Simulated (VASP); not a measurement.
# HfO2 (Fm-3m) in VASP: settings compared, part 2 of 2

VASP 6.6.1. The steps go on from the part before.

## Step 4: Single point, PBEsol+D3(BJ)

This run uses another cell than the first one, of 10.55 Å³/atom, 0.946 times its volume.

INCAR reads:

```
SYSTEM = HfO2
ALGO = Normal ; EDIFF = 1E-7
ENCUT = 520 ; GGA = PS
ISIF = 2 ; ISMEAR = -1
IVDW = 12 ; LASPH = .True.
LCHARG = .True. ; LELF = .True.
LREAL = .False. ; LVHAR = .True.
LWAVE = .False. ; NBANDS = 18
NELM = 100 ; PREC = Accurate
SIGMA = 0.05
```

KPOINTS reads:

```
k-points
0
Gamma
  9 9 9
  0 0 0
```

POSCAR reads:

```
HfO2
1.0
    0.0000000000      2.5108495722      2.5108495722
    2.5108495722      0.0000000000      2.5108495722
    2.5108495722      2.5108495722      0.0000000000
Hf O
1 2
Direct
    0.0000000000      0.0000000000      0.0000000000
    0.7500000000      0.7500000000      0.7500000000
    0.2500000000      0.2500000000      0.2500000000
```

Potentials or basis: VASP PAW PBE potentials, release 64 (Hf_pv, O).

Launch:

```sh
$ cat potpaw_PBE.64/Hf_pv/POTCAR potpaw_PBE.64/O/POTCAR > POTCAR
$ mpirun -np 1 vasp_std > vasp.out
```

OUTCAR:

```text
SYSTEM = HfO2
   EDIFF = 1E-7
   ENCUT = 520
   GGA = PS
   ISIF = 2
   ISMEAR = -1
   IVDW = 12
   LASPH = .True.
   LREAL = .False.
   NELM = 100
   PREC = Accurate
 IVDW          = 12

 ion  position               nearest neighbor table
   1  0.000  0.000  0.000-   2 2.17   3 2.17   2 2.17   2 2.17   2 2.17   3 2.17   3 2.17   3 2.17

   2  0.750  0.750  0.750-   1 2.17   1 2.17   1 2.17   1 2.17
   3  0.250  0.250  0.250-   1 2.17   1 2.17   1 2.17   1 2.17

  LATTYP: Found a face centered cubic cell.
 ALAT       =     5.0216991444

  Lattice vectors:

 A1 = (   0.0000000000,   2.5108495722,   2.5108495722)
 A2 = (   2.5108495722,   0.0000000000,   2.5108495722)
 A3 = (   2.5108495722,   2.5108495722,   0.0000000000)

Analysis of symmetry for initial positions (statically):
=====================================================================
 Subroutine PRICEL returns:
 Original cell was already a primitive cell.

 Routine SETGRP: Setting up the symmetry group for a
 face centered cubic supercell.

 Subroutine GETGRP returns: Found 48 space group operations
[... 9 lines left out ...]

 Routine SETGRP: Setting up the symmetry group for a
 face centered cubic supercell.

 Subroutine GETGRP returns: Found 48 space group operations
[... 11 lines left out ...]
                                     Primitive cell

  volume of cell :      31.6586

  direct lattice vectors                    reciprocal lattice vectors
     0.000000000  2.510849572  2.510849572    -0.199135785  0.199135785  0.199135785
     2.510849572  0.000000000  2.510849572     0.199135785 -0.199135785  0.199135785
     2.510849572  2.510849572  0.000000000     0.199135785  0.199135785 -0.199135785

  length of vectors
     3.550877518  3.550877518  3.550877518     0.344913297  0.344913297  0.344913297

  position of ions in fractional coordinates (direct lattice)
     0.000000000  0.000000000  0.000000000
     0.750000000  0.750000000  0.750000000
     0.250000000  0.250000000  0.250000000

  ion indices of the primitive-cell ions
   primitive index   ion index
                 1           1
                 2           2
                 3           3
[... 89 lines left out ...]
   IALGO  =     38    algorithm
   IMIX   =      4    mixing-type and parameters
     AMIX     =   0.40;   BMIX     =  1.00
     AMIX_MAG =   1.60;   BMIX_MAG =  1.00
  volume/ion in A,a.u.               =      10.55        71.21
  Fermi-wavevector in a.u.,A,eV,Ry     =   1.450057  2.740210 28.608493  2.102665
  Thomas-Fermi vector in A             =   2.567713
   LORBIT       =      0    0 simple, 1 ext, 2 COOP (PROOUT), +10 PAW based schemes
   GGA     = PS    functional components
   LHFCALC =     F    Hartree Fock is set to
   AEXX    =    0.0000 exact exchange contribution
   IVDW    =    12    specifies the selected vdW correction
   LEPSILON=     F    determine dielectric tensor
   LRPA    =     F    only Hartree local field effects (RPA)
 non-spin polarized calculation
  energy-cutoff  :      520.00
  volume of cell :       31.66
 maximum number of plane-waves:       881
   NGX = 13   NGY = 13   NGZ = 13

 number of electron      21.9999996 magnetization

 Free energy of the ion-electron system (eV)
  ---------------------------------------------------
  ext. energy  EPLUGINS =         0.00000000
  ---------------------------------------------------
  free energy    TOTEN  =       -31.63698905 eV

  energy without entropy =      -31.63698905  energy(sigma->0) =      -31.63698905

 E-fermi :   5.4456     XC(G=0): -12.2588

 val. band max:        4.3262096723   @ k =  -0.4444   0.4444   0.0000
 cond. band min:       8.1902332731   @ k =   0.4444   0.4444   0.0000
 fundamental gap:      3.8640236008
 Fermi energy:         5.4455529060

 k-point     1 :       0.0000    0.0000    0.0000
  band No.  band energies     occupation
      1     -25.1161      2.00000
      2     -25.1161      2.00000
      3     -25.1161      2.00000
      4     -14.4905      2.00000
      5     -11.2432      2.00000
      6      -1.2010      2.00000
[... 481 lines left out ...]
      5     -12.1985      2.00000
      6      -2.2317      2.00000
[... 10 lines left out ...]
     17      16.5444      0.00000
     18      18.0332      0.00000

 [... further k-points ...]

------------------------ aborting loop because EDIFF is reached ----------------------------------------

 Edisp (eV)   -0.70070

 E8    (eV) :    -0.4717

  FORCE on cell =-STRESS in cart. coord.  units (eV):
  Direction    XX          YY          ZZ          XY          YZ          ZX
  --------------------------------------------------------------------------------------
  -------------------------------------------------------------------------------------
  Total      -0.75725    -0.75725    -0.75725    -0.00000     0.00000     0.00000
  in kB     -38.32264   -38.32264   -38.32264    -0.00000     0.00000     0.00000
  external pressure =      -38.32 kB  Pullay stress =        0.00 kB

 VOLUME and BASIS-vectors are now :
 -----------------------------------------------------------------------------
  energy-cutoff  :      520.00
  volume of cell :       31.66
      direct lattice vectors                 reciprocal lattice vectors
     0.000000000  2.510849572  2.510849572    -0.199135785  0.199135785  0.199135785
     2.510849572  0.000000000  2.510849572     0.199135785 -0.199135785  0.199135785
     2.510849572  2.510849572  0.000000000     0.199135785  0.199135785 -0.199135785

 POSITION                                       TOTAL-FORCE (eV/Angst)
 -----------------------------------------------------------------------------------
      0.00000      0.00000      0.00000         0.000000      0.000000      0.000000
      3.76627      3.76627      3.76627         0.000000      0.000000      0.000000
      1.25542      1.25542      1.25542        -0.000000     -0.000000     -0.000000
 -----------------------------------------------------------------------------------
    total drift:                                0.000000      0.000000      0.000000

  FREE ENERGIE OF THE ION-ELECTRON SYSTEM (eV)
  ---------------------------------------------------
  free  energy   TOTEN  =       -32.3376927610 eV

  energy  without entropy=      -32.3376927610  energy(sigma->0) =      -32.33769276
```

OSZICAR:

```text
N       E                     dE             d eps       ncg     rms          rms(c)
DAV:   1     0.893029807478E+02    0.89303E+02   -0.12648E+04  1260   0.121E+03
DAV:   2    -0.329531913140E+02   -0.12226E+03   -0.11870E+03  1676   0.290E+02
DAV:   3    -0.368278236447E+02   -0.38746E+01   -0.38608E+01  1444   0.455E+01
DAV:   4    -0.368498147849E+02   -0.21991E-01   -0.21983E-01  1576   0.380E+00
DAV:   5    -0.368499371369E+02   -0.12235E-03   -0.12235E-03  1432   0.267E-01    0.522E+01
DAV:   6    -0.317996811368E+02    0.50503E+01   -0.17744E+01  1292   0.306E+01    0.439E+01
DAV:   7    -0.316825334817E+02    0.11715E+00   -0.62226E-01  1436   0.659E+00    0.292E+01
DAV:   8    -0.316537086276E+02    0.28825E-01   -0.22327E-01  1400   0.430E+00    0.810E+00
DAV:   9    -0.316371750876E+02    0.16534E-01   -0.52453E-02  1346   0.190E+00    0.274E+00
DAV:  10    -0.316369692380E+02    0.20585E-03   -0.27705E-03  1424   0.401E-01    0.205E-01
DAV:  11    -0.316369865733E+02   -0.17335E-04   -0.12732E-04  1410   0.995E-02    0.156E-01
DAV:  12    -0.316369886159E+02   -0.20426E-05   -0.14003E-05  1402   0.268E-02    0.548E-03
DAV:  13    -0.316369889930E+02   -0.37713E-06   -0.61828E-07  1496   0.621E-03    0.180E-03
DAV:  14    -0.316369890504E+02   -0.57401E-07   -0.31541E-08  1096   0.123E-03
   1 F= -.32337693E+02 E0= -.32337693E+02  d E =-.792675E-11
```

It took 31 s on 1 thread of AMD EPYC 7R43 (Zen 3), shared host; peak memory 0.15 GiB.

Results:

* Free energy: -32.3377 eV
* Pressure: -3.8 GPa
* Band gap on the k mesh: 3.86 eV, indirect (least direct gap 3.99 eV)
* Dispersion energy per atom: -0.234 eV

Caveat: the PAW data sets were made with another functional, which shifts forces and pressure a little; spin-orbit coupling is left out, which moves the levels of the heavy elements.

## Step 5: Single point, PBEsol+D4

This run uses another cell than the first one, of 10.62 Å³/atom, 0.952 times its volume.

INCAR reads:

```
SYSTEM = HfO2
  PREC = Accurate
  ENCUT = 520
  EDIFF = 1E-6
  ISMEAR = -1
  SIGMA = 0.05
  LREAL = .False.
  LASPH = .True.
  NELM = 60
  ALGO = Normal
  ISIF = 2
  LWAVE = .False.
  LCHARG = .False.
  GGA = PS
  IVDW = 13
  NBANDS = 18
```

KPOINTS reads:

```
Automatic mesh
0
Gamma
  9 9 9
  0 0 0
```

POSCAR reads:

```
HfO2
1.0
    0.0000000000      2.5159058149      2.5159058149
    2.5159058149      0.0000000000      2.5159058149
    2.5159058149      2.5159058149      0.0000000000
Hf O
1 2
Direct
    0.0000000000      0.0000000000      0.0000000000
    0.7500000000      0.7500000000      0.7500000000
    0.2500000000      0.2500000000      0.2500000000
```

Potentials or basis: VASP PAW PBE potentials, release 64 (Hf_pv, O).

Launch:

```sh
$ cat potpaw_PBE.64/Hf_pv/POTCAR potpaw_PBE.64/O/POTCAR > POTCAR
$ mpirun -np 1 vasp_std > vasp.out
```

OUTCAR:

```text
SYSTEM = HfO2
   PREC = Accurate
   ENCUT = 520
   EDIFF = 1E-6
   ISMEAR = -1
   LREAL = .False.
   LASPH = .True.
   NELM = 60
   ISIF = 2
   GGA = PS
   IVDW = 13

 ion  position               nearest neighbor table
   1  0.000  0.000  0.000-   2 2.18   2 2.18   2 2.18   2 2.18   3 2.18   3 2.18   3 2.18   3 2.18

   2  0.750  0.750  0.750-   1 2.18   1 2.18   1 2.18   1 2.18
   3  0.250  0.250  0.250-   1 2.18   1 2.18   1 2.18   1 2.18

  LATTYP: Found a face centered cubic cell.
 ALAT       =     5.0318116298

  Lattice vectors:

[... 695 lines left out ...]

  Edisp (eV):   -0.34166

  FORCE on cell =-STRESS in cart. coord.  units (eV):
  Direction    XX          YY          ZZ          XY          YZ          ZX
  --------------------------------------------------------------------------------------
  -------------------------------------------------------------------------------------
  Total      -0.75101    -0.75101    -0.75101     0.00000    -0.00000     0.00000
  in kB     -37.77816   -37.77816   -37.77816     0.00000    -0.00000     0.00000
  external pressure =      -37.78 kB  Pullay stress =        0.00 kB

 VOLUME and BASIS-vectors are now :
 -----------------------------------------------------------------------------
  energy-cutoff  :      520.00
  volume of cell :       31.85
      direct lattice vectors                 reciprocal lattice vectors
     0.000000000  2.515905815  2.515905815    -0.198735579  0.198735579  0.198735579
     2.515905815  0.000000000  2.515905815     0.198735579 -0.198735579  0.198735579
     2.515905815  2.515905815  0.000000000     0.198735579  0.198735579 -0.198735579

 POSITION                                       TOTAL-FORCE (eV/Angst)
 -----------------------------------------------------------------------------------
      0.00000      0.00000      0.00000        -0.000000     -0.000000     -0.000000
      3.77386      3.77386      3.77386         0.000000      0.000000      0.000000
      1.25795      1.25795      1.25795        -0.000000     -0.000000     -0.000000
 -----------------------------------------------------------------------------------
    total drift:                                0.000000      0.000000      0.000000

  FREE ENERGIE OF THE ION-ELECTRON SYSTEM (eV)
  ---------------------------------------------------
  free  energy   TOTEN  =       -31.9776681322 eV

  energy  without entropy=      -31.9776681322  energy(sigma->0) =      -31.97766813
```

It took 32 s on 1 thread of AMD EPYC 7R43 (Zen 3), shared host; peak memory 0.13 GiB.

Results:

```yaml
Free_energy: -31.9777 eV
Pressure: -3.8 GPa
Band_gap_on_the_k_mesh: 3.85 eV, indirect (least direct gap 3.97 eV)
Dispersion_energy_per_atom: -0.114 eV
```

Caveat: the PAW data sets were made with another functional, which shifts forces and pressure a little; spin-orbit coupling is left out, which moves the levels of the heavy elements. As with any semilocal functional, this PBEsol gap is likely too small.

## Step 6: The runs side by side

```csv
task,level,U,cell,cutoff (eV),gap on the mesh (eV),pressure (GPa)
single point,PBEsol+U,Hf d U = 8.0 eV,"a = 3.617 Å, angles 60.0°, 3 atoms",520,4.66,8.4
relaxation of cell and atoms,PBEsol,-,"relaxed from a = 3.617 Å, angles 60.0°, 3 atoms",600,3.87,0.0
single point,PBEsol+D3(BJ),-,"a = 3.551 Å, angles 60.0°, 3 atoms",520,3.86,-3.8
single point,PBEsol+D4,-,"a = 3.558 Å, angles 60.0°, 3 atoms",520,3.85,-3.8
```

Alike in all rows: potentials or basis VASP PAW PBE potentials, release 64 (Hf_pv, O); no spin polarisation; k mesh 9 × 9 × 9; smearing fermi-dirac 0.05 eV.

Caveats: the PAW data sets were made with another functional, which shifts forces and pressure a little; spin-orbit coupling is left out, which moves the levels of the heavy elements.

Absolute energies hang on the potentials; compare differences alone.
